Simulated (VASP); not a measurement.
# C4F (Cmmm) in VASP: a series of runs

C4F is run at these levels: PBE+D3(BJ); tasks: single point, relaxation of cell and atoms.

Everything below comes from runs of VASP 6.6.1. Logs are shortened: lines on timing, memory, paths and dates and some standing lists are left out, and cuts for length are marked.

### 1 The cell of the first run

The structure is orthorhombic, space group Cmmm (No. 65). Conventional cell: a = 5.352 Å, b = 7.952 Å, c = 2.386 Å, α = 90.00°, β = 90.00°, γ = 90.00°. C (site symmetry 2mm) has 7 C at 1.73 to 2.39 Å and 1 F at 1.74 Å within 2.4 Å. Within 2.2 Å of C (site symmetry m2m) lie 5 C at 1.65 to 1.73 Å. Within 2.4 Å of F (site symmetry mmm) lie 2 C at 1.74 Å and 2 F at 2.39 Å.

The cell was built from a structure type or drawn by symmetry, and may not be a known phase.

### 2 Single point, PBE+D3(BJ)

Input file INCAR:

```
SYSTEM = C4F
PREC = Accurate
ENCUT = 520
EDIFF = 1E-6
ISMEAR = 0
SIGMA = 0.1
LREAL = .False.
LASPH = .True.
NELM = 60
ALGO = Normal
ISIF = 2
LWAVE = .False.
LCHARG = .False.
GGA = PE
IVDW = 12
NBANDS = 20
```

Input file KPOINTS:

```
Automatic mesh
0
Gamma
  8 8 16
  0 0 0
```

Input file POSCAR:

```
C4F
1.0
    2.6761929091     -3.9761086649      0.0000000000
    2.6761929091      3.9761086649      0.0000000000
    0.0000000000      0.0000000000      2.3855500871
C F
4 1
Direct
    0.8242996621      0.8242996621      0.5000000000
    0.8960442707      0.1039557293      0.0000000000
    0.1039557293      0.8960442707      0.0000000000
    0.1757003379      0.1757003379      0.5000000000
    0.5000000000      0.5000000000      0.5000000000
```

Potentials or basis: VASP PAW PBE potentials, release 64 (C, F).

On the command line:

```
$ cat potpaw_PBE.64/C/POTCAR potpaw_PBE.64/F/POTCAR > POTCAR
$ mpirun -np 1 vasp_std > vasp.out
```

OUTCAR:

```text
SYSTEM = C4F
   PREC = Accurate
   ENCUT = 520
   EDIFF = 1E-6
   ISMEAR = 0
   LREAL = .False.
   LASPH = .True.
   NELM = 60
   ISIF = 2
   GGA = PE
   IVDW = 12
 IVDW          = 12

 ion  position               nearest neighbor table
   1  0.824  0.824  0.500-   2 1.73   3 1.73   2 1.73   3 1.73   5 1.74   4 1.88
   2  0.896  0.104  0.000-   3 1.65   1 1.73   4 1.73   1 1.73   4 1.73
   3  0.104  0.896  0.000-   2 1.65   1 1.73   4 1.73   1 1.73   4 1.73
   4  0.176  0.176  0.500-   2 1.73   3 1.73   2 1.73   3 1.73   5 1.74   1 1.88
   5  0.500  0.500  0.500-   1 1.74   4 1.74

  LATTYP: Found a base centered orthorhombic cell.
 ALAT       =     5.3523858182
 B/A-ratio  =     1.4857332038
 C/A-ratio  =     0.4456984545

  Lattice vectors:

 A1 = (   2.6761929091,  -3.9761086649,   0.0000000000)
 A2 = (   2.6761929091,   3.9761086649,   0.0000000000)
 A3 = (   0.0000000000,   0.0000000000,   2.3855500871)

Analysis of symmetry for initial positions (statically):
=====================================================================
 Subroutine PRICEL returns:
 Original cell was already a primitive cell.

 Routine SETGRP: Setting up the symmetry group for a
 base centered orthorhombic supercell.

 Subroutine GETGRP returns: Found  8 space group operations
 (whereof  8 operations were pure point group operations)
 out of a pool of  8 trial point group operations.

The static configuration has the point symmetry D_2h.

Analysis of symmetry for dynamics (positions and initial velocities):
=====================================================================
 Subroutine PRICEL returns:
 Original cell was already a primitive cell.

 Routine SETGRP: Setting up the symmetry group for a
 base centered orthorhombic supercell.

 Subroutine GETGRP returns: Found  8 space group operations
 (whereof  8 operations were pure point group operations)
 out of a pool of  8 trial point group operations.

The dynamic configuration has the point symmetry D_2h.

 Subroutine INISYM returns: Found  8 space group operations
 (whereof  8 operations are pure point group operations),
 and found     1 'primitive' translations

----------------------------------------------------------------------------------------

                                     Primitive cell

  volume of cell :      50.7685

  direct lattice vectors                    reciprocal lattice vectors
     2.676192909 -3.976108665  0.000000000     0.186832570 -0.125751090  0.000000000
     2.676192909  3.976108665  0.000000000     0.186832570  0.125751090  0.000000000
     0.000000000  0.000000000  2.385550087     0.000000000  0.000000000  0.419190528

  length of vectors
     4.792853910  4.792853910  2.385550087     0.225210448  0.225210448  0.419190528

  position of ions in fractional coordinates (direct lattice)
     0.824299662  0.824299662  0.500000000
     0.896044271  0.103955729  0.000000000
     0.103955729  0.896044271  0.000000000
     0.175700338  0.175700338  0.500000000
     0.500000000  0.500000000  0.500000000

  ion indices of the primitive-cell ions
   primitive index   ion index
                 1           1
                 2           2
                 3           3
                 4           4
                 5           5

----------------------------------------------------------------------------------------

 KPOINTS: Automatic mesh

Automatic generation of k-mesh.
 Grid dimensions read from file:
 generate k-points for:    8    8   16

 Generating k-lattice:

  Cartesian coordinates                     Fractional coordinates (reciprocal lattice)
     0.023354071 -0.015718886  0.000000000     0.125000000  0.000000000  0.000000000
     0.023354071  0.015718886  0.000000000     0.000000000  0.125000000  0.000000000
     0.000000000  0.000000000  0.026199408     0.000000000  0.000000000  0.062500000

  Length of vectors
     0.028151306  0.028151306  0.026199408

  Shift w.r.t. Gamma in fractional coordinates (k-lattice)
     0.000000000  0.000000000  0.000000000

 Subroutine IBZKPT returns following result:
 ===========================================

 Found    189 irreducible k-points:

 Following reciprocal coordinates:
            Coordinates               Weight
  0.000000  0.000000  0.000000      1.000000
  0.125000 -0.000000  0.000000      4.000000
  0.250000 -0.000000  0.000000      4.000000
  0.375000 -0.000000  0.000000      4.000000
  0.500000 -0.000000  0.000000      2.000000
  0.125000  0.125000  0.000000      2.000000
[... 16 lines left out ...]
  0.125000 -0.000000  0.062500      8.000000
  0.250000 -0.000000  0.062500      8.000000
 [... further k-points ...]
   k-points           NKPTS =    189   k-points in BZ     NKDIM =    189   number of bands    NBANDS=     20
   number of dos      NEDOS =    301   number of ions     NIONS =      5
   total plane-waves  NPLWV =  23328
   dimension x,y,z NGX =    36 NGY =   36 NGZ =   18
   dimension x,y,z NGXF=    72 NGYF=   72 NGZF=   36
   ions per type =               4   1
   NGX,Y,Z   is equivalent  to a cutoff of  12.49, 12.49, 12.54 a.u.
   NGXF,Y,Z  is equivalent  to a cutoff of  24.97, 24.97, 25.09 a.u.
 SYSTEM =  C4F
   PREC   = accura    normal or accurate (medium, high low for compatibility)
   ISTART =      0    job   : 0-new  1-cont  2-samecut
   ICHARG =      2    charge: 1-file 2-atom 10-const
   ISPIN  =      1    spin polarized calculation?
   LNONCOLLINEAR =      F non collinear calculations
   LSORBIT =      F    spin-orbit coupling
   LASPH  =      T    aspherical Exc in radial PAW
   ENCUT  =  520.0 eV  38.22 Ry    6.18 a.u.   8.91  8.91  4.44*2*pi/ulx,y,z
   NELM   =     60;   NELMIN=  2; NELMDL= -5     # of ELM steps
   EDIFF  = 0.1E-05   stopping-criterion for ELM
   LREAL  =      F    real-space projection
   EDIFFG = 0.1E-04   stopping-criterion for IOM
   NSW    =      0    number of steps for IOM
   IBRION =     -1    ionic relax: 0-MD 1-quasi-New 2-CG
   NFREE  =      0    steps in history (QN), initial steepest desc. (CG)
   ISIF   =      2    stress and relaxation
   ISYM   =      2    0-nonsym 1-usesym 2-fastsym
   POTIM  = 0.5000    time-step for ionic-motion
   TEBEG  =    0.0;   TEEND  =   0.0 temperature during run
   PSTRESS=    0.0 pullay stress
   NELECT =      23.0000    total number of electrons
   NUPDOWN=      -1.0000    fix difference up-down
   EMIN   =  10.00;   EMAX   =-10.00  energy-range for DOS
   EFERMI =   0.00;   METHOD = LEGACY
   ISMEAR =     0;   SIGMA  =   0.10  broadening in eV -4-tet -1-fermi 0-gaus
   EFERMI_NEDOS =   21; number of points for ismear=-14 and -15
   IALGO  =     38    algorithm
   IMIX   =      4    mixing-type and parameters
     AMIX     =   0.40;   BMIX     =  1.00
     AMIX_MAG =   1.60;   BMIX_MAG =  1.00
  volume/ion in A,a.u.               =      10.15        68.52
  Fermi-wavevector in a.u.,A,eV,Ry     =   1.257340  2.376028 21.509501  1.580904
  Thomas-Fermi vector in A             =   2.391004
   LORBIT       =      0    0 simple, 1 ext, 2 COOP (PROOUT), +10 PAW based schemes
   GGA     = PE    functional components
   LHFCALC =     F    Hartree Fock is set to
   AEXX    =    0.0000 exact exchange contribution
   IVDW    =    12    specifies the selected vdW correction
   LEPSILON=     F    determine dielectric tensor
   LRPA    =     F    only Hartree local field effects (RPA)
 non-spin polarized calculation
 Gauss-broadening in eV      SIGMA  =   0.10
  energy-cutoff  :      520.00
  volume of cell :       50.77
 maximum number of plane-waves:      1391
   NGX = 17   NGY = 17   NGZ =  9

 number of electron      22.9999982 magnetization

 Free energy of the ion-electron system (eV)
  ---------------------------------------------------
  ext. energy  EPLUGINS =         0.00000000
  ---------------------------------------------------
  free energy    TOTEN  =       -26.37133622 eV

  energy without entropy =      -26.36629293  energy(sigma->0) =      -26.36881457

 E-fermi :   2.3075     XC(G=0):  -9.8323

 val. band max:        2.3074128748   @ k =   0.1250  -0.0000   0.5000
 cond. band min:       2.3156960654   @ k =  -0.2500   0.1250   0.5000
 fundamental gap:      0.0082831906
 Fermi energy:         2.3075363243

 k-point     1 :       0.0000    0.0000    0.0000
  band No.  band energies     occupation
      1     -21.9023      2.00000
      2     -19.0552      2.00000
      3     -10.7035      2.00000
      4      -8.2086      2.00000
      5      -4.0846      2.00000
      6      -2.4784      2.00000
[... 12 lines left out ...]
     19      12.4102      0.00000
     20      12.9311      0.00000

 k-point     2 :       0.1250   -0.0000    0.0000
  band No.  band energies     occupation
      1     -21.8928      2.00000
      2     -19.0800      2.00000
      3     -10.5677      2.00000
      4      -8.2355      2.00000
      5      -4.6982      2.00000
      6      -2.8665      2.00000
[... 12 lines left out ...]
     19      12.5461      0.00000
     20      12.9014      0.00000

 k-point     3 :       0.2500   -0.0000    0.0000
  band No.  band energies     occupation
      1     -21.8697      2.00000
      2     -19.1399      2.00000
      3     -10.1879      2.00000
      4      -8.2979      2.00000
      5      -5.7747      2.00000
      6      -3.2168      2.00000
[... 12 lines left out ...]
     19      12.4615      0.00000
     20      12.8220      0.00000

 k-point     4 :       0.3750   -0.0000    0.0000
  band No.  band energies     occupation
      1     -21.8458      2.00000
      2     -19.1997      2.00000
      3      -9.6704      2.00000
      4      -8.3538      2.00000
      5      -6.7667      2.00000
      6      -3.4382      2.00000
[... 429 lines left out ...]
 k-point    23 :       0.1250   -0.0000    0.0625
  band No.  band energies     occupation
      1     -21.8659      2.00000
      2     -19.0008      2.00000
      3     -10.4975      2.00000
      4      -8.1606      2.00000
      5      -4.6778      2.00000
      6      -2.8168      2.00000
[... 12 lines left out ...]
     19      12.5954      0.00000
     20      12.7087      0.00000

 k-point    24 :       0.2500   -0.0000    0.0625
  band No.  band energies     occupation
      1     -21.8437      2.00000
      2     -19.0592      2.00000
      3     -10.1188      2.00000
      4      -8.2225      2.00000
      5      -5.7433      2.00000
      6      -3.1623      2.00000
[... 12 lines left out ...]
     19      12.5256      0.00000
     20      12.6275      0.00000

 [... further k-points ...]

------------------------ aborting loop because EDIFF is reached ----------------------------------------

 Edisp (eV)   -0.43622

 E8    (eV) :    -0.1184

  FORCE on cell =-STRESS in cart. coord.  units (eV):
  Direction    XX          YY          ZZ          XY          YZ          ZX
  --------------------------------------------------------------------------------------
  -------------------------------------------------------------------------------------
  Total       0.05204     0.04062     0.05485     0.00000     0.00000     0.00000
  in kB       1.64229     1.28191     1.73097     0.00000     0.00000     0.00000
  external pressure =        1.55 kB  Pullay stress =        0.00 kB

 VOLUME and BASIS-vectors are now :
 -----------------------------------------------------------------------------
  energy-cutoff  :      520.00
  volume of cell :       50.77
      direct lattice vectors                 reciprocal lattice vectors
     2.676192909 -3.976108665  0.000000000     0.186832570 -0.125751090  0.000000000
     2.676192909  3.976108665  0.000000000     0.186832570  0.125751090  0.000000000
     0.000000000  0.000000000  2.385550087     0.000000000  0.000000000  0.419190528

 POSITION                                       TOTAL-FORCE (eV/Angst)
 -----------------------------------------------------------------------------------
      4.41197      0.00000      1.19278        -0.037207     -0.000000      0.000000
      2.67619     -3.14943      0.00000         0.000000      0.060504      0.000000
      2.67619      3.14943      0.00000         0.000000     -0.060504     -0.000000
      0.94042      0.00000      1.19278         0.037207     -0.000000     -0.000000
      2.67619      0.00000      1.19278         0.000000     -0.000000     -0.000000
 -----------------------------------------------------------------------------------
    total drift:                                0.000000      0.000000      0.000000

  FREE ENERGIE OF THE ION-ELECTRON SYSTEM (eV)
  ---------------------------------------------------
  free  energy   TOTEN  =       -26.8075590015 eV

  energy  without entropy=      -26.8025157189  energy(sigma->0) =      -26.80503736
```

Wall time 1.8 min (1 thread of Intel Xeon Platinum 8259CL at 2.50GHz (Skylake/Cascade Lake), shared host); peak memory 0.28 GiB.

What came out:

- Free energy: -26.8076 eV
- Pressure: 0.2 GPa
- Largest force: 0.061 eV/Å
- Band gap on the k mesh: zero (an odd number of electrons rules out a gap without spin polarisation)
- Dispersion energy per atom: -0.087 eV

Forces in eV/Å, atoms in the order of the input:
```
C   -0.037  0.000  0.000
C    0.000  0.061  0.000
C    0.000 -0.061  0.000
C    0.037  0.000  0.000
F    0.000  0.000  0.000
```

Levels at points of the mesh, in eV from the Fermi level:
```
           k point  band 7  band 8  band 9  band 10  band 11  band 12  band 13  band 14  band 15  band 16
(0.00, 0.00, 0.00)   -4.63   -4.51   -4.35    -2.60    -2.22     2.93     3.01     3.34     4.52     5.63
(0.50, 0.00, 0.00)   -4.17   -3.16   -3.14    -2.89     1.90     2.12     2.60     3.28     3.42     4.50
(0.50, 0.50, 0.00)   -4.33   -4.07   -3.54    -2.61    -2.32     2.65     3.00     3.40     4.47     5.67
(0.00, 0.00, 0.50)   -5.87   -4.85   -3.93    -2.72    -1.10    -0.80     0.45     1.30     5.45     6.60
(0.50, 0.00, 0.50)   -5.98   -5.14   -5.00    -4.27    -0.86     1.15     1.61     3.48     4.40     5.42
(0.50, 0.50, 0.50)   -5.87   -5.26   -3.80    -2.75    -0.75    -0.46     0.79     1.88     5.37     7.63
```

Caveat: an odd number of electrons without spin polarisation forces a metal; a magnetic or distorted state may lie lower.

### 3 Single point, PBE+D3(BJ), collinear spin

This run uses another cell than the first one, of 12.29 Å³/atom.

Input file INCAR:

```
SYSTEM = C4F
PREC = Accurate ; ENCUT = 520
EDIFF = 1E-6 ; ISMEAR = 0
SIGMA = 0.1 ; LREAL = .False.
LASPH = .True. ; NELM = 150
ALGO = Normal ; ISIF = 2
LWAVE = .False. ; LCHARG = .True.
ISPIN = 2 ; MAGMOM = 1 1 1 1 1
LORBIT = 11 ; GGA = PE
IVDW = 12 ; LELF = .True.
LVHAR = .True. ; NBANDS = 24
```

Input file KPOINTS:

```
regular mesh
0
Gamma
  4 4 6
  0 0 0
```

Input file POSCAR:

```
C4F
1.0
    3.0408057800     -3.6466680400      0.0000000000
    3.0408057800      3.6466680400      0.0000000000
    0.0000000000      0.0000000000      2.7708797000
C F
4 1
Direct
    0.7327440800      0.2672559200      0.5000000000
    0.2835574700      0.2835574700      0.0000000000
    0.7164425300      0.7164425300      0.0000000000
    0.2672559200      0.7327440800      0.5000000000
    0.5000000000      0.5000000000      0.5000000000
```

Potentials or basis: VASP PAW PBE potentials, release 64 (C, F).

On the command line:

```
$ cat potpaw_PBE.64/C/POTCAR potpaw_PBE.64/F/POTCAR > POTCAR
$ mpirun -np 1 vasp_std > vasp.out
```

It took 79 s on 1 thread of Intel Xeon Platinum 8259CL at 2.50GHz (Skylake/Cascade Lake), shared host; peak memory 0.23 GiB.

The run converged. Its results:

```yaml
Free_energy: -14.8611 eV
Pressure: 2.6 GPa
Largest_force: 2.465 eV/Å
Net_moment: 0.00 μB per cell
Valence_electrons_inside_the_program's_atomic_spheres: C 1.97, 1.99 (each value once); F 6.02
Dispersion_energy_per_atom: -0.158 eV
```

Forces on the atoms (eV/Å):
```
C    0.000 -2.153  0.000
C   -2.465  0.000  0.000
C    2.465  0.000  0.000
C    0.000  2.153  0.000
F    0.000  0.000  0.000
```

Stress tensor (GPa, compression positive):
```
1.16 0.00 0.00
0.00 5.64 0.00
0.00 0.00 0.90
```

Levels at points of the mesh, in eV from the Fermi level:
Spin up:
```csv
k point,band 8,band 9,band 10,band 11,band 12,band 13,band 14,band 15
"(0.00, 0.00, 0.00)",-5.08,-4.08,-2.11,-0.20,0.91,1.78,1.99,2.12
"(0.50, 0.00, 0.00)",-4.56,-2.59,-1.18,-0.31,0.93,1.34,1.51,1.62
"(0.50, 0.50, 0.00)",-5.31,-0.97,-0.79,-0.56,0.57,1.41,1.70,1.80
"(0.00, 0.00, 0.50)",-4.73,-2.51,-1.13,-0.97,-0.88,-0.20,0.99,1.07
"(0.50, 0.00, 0.50)",-5.03,-3.30,-1.68,-1.38,0.40,0.42,0.52,0.81
"(0.50, 0.50, 0.50)",-5.34,-4.12,-1.92,-1.34,-1.01,0.92,1.49,1.51
```
Spin down:
```
           k point  band 7  band 8  band 9  band 10  band 11  band 12  band 13  band 14  band 15  band 16
(0.00, 0.00, 0.00)   -5.92   -5.08   -4.08    -2.11    -0.20     0.91     1.78     1.99     2.12     2.25
(0.50, 0.00, 0.00)   -6.99   -4.56   -2.59    -1.18    -0.31     0.93     1.34     1.51     1.62     2.29
(0.50, 0.50, 0.00)   -6.64   -5.31   -0.97    -0.79    -0.56     0.57     1.41     1.70     1.80     1.96
(0.00, 0.00, 0.50)   -5.58   -4.73   -2.51    -1.13    -0.97    -0.88    -0.20     0.99     1.07     1.42
(0.50, 0.00, 0.50)   -5.28   -5.03   -3.30    -1.68    -1.38     0.40     0.42     0.52     0.81     1.39
(0.50, 0.50, 0.50)   -5.37   -5.34   -4.12    -1.92    -1.34    -1.01     0.92     1.49     1.51     2.15
```

Caveat: the k points lie up to 0.38 Å⁻¹ apart; forces of over 1 eV/Å act on the atoms, so gaps and moduli don't describe the material at rest.

(Part 1 of 2 ends here.)
